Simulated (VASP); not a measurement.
A run of VASP 6.6.1:

INCAR

```
PREC = Accurate ; ENCUT = 600
EDIFF = 1E-6 ; ISMEAR = 0
SIGMA = 0.05 ; LREAL = False
LASPH = True ; NELM = 100
ALGO = Normal ; ISIF = 3
LWAVE = False ; LCHARG = False
IBRION = 2 ; NSW = 80
EDIFFG = -0.02
```

KPOINTS

```
regular mesh
0
Gamma
  7 7 4
```

Contents of POSCAR:

```
LiBi
1.0
    4.3500000000      0.0000000000      0.0000000000
   -2.1750000000      3.7672105065      0.0000000000
    0.0000000000      0.0000000000      7.1035500000
Li Bi
2 2
Direct
    0.3333333333      0.6666666667      0.0000000000
    0.6666666667      0.3333333333      0.5000000000
    0.3333333333      0.6666666667      0.3750000000
    0.6666666667      0.3333333333      0.8750000000
```

Potentials or basis: VASP PAW LDA potentials, release 64 (Li_sv, Bi_d).

The run is started by

```bash
$ cat potpaw_LDA.64/Li_sv/POTCAR potpaw_LDA.64/Bi_d/POTCAR > POTCAR
$ mpirun -np 1 vasp_std > vasp.out
```

Hardware: 1 thread of AMD EPYC 7R13 (shared host).

Question: How long does it take, and how much memory?

Answer: Run time: 24 min on 1 thread of AMD EPYC 7R13, on a shared host, peak memory 0.24 GiB. Counts: scf iterations 203, k points 24, ion steps 26.
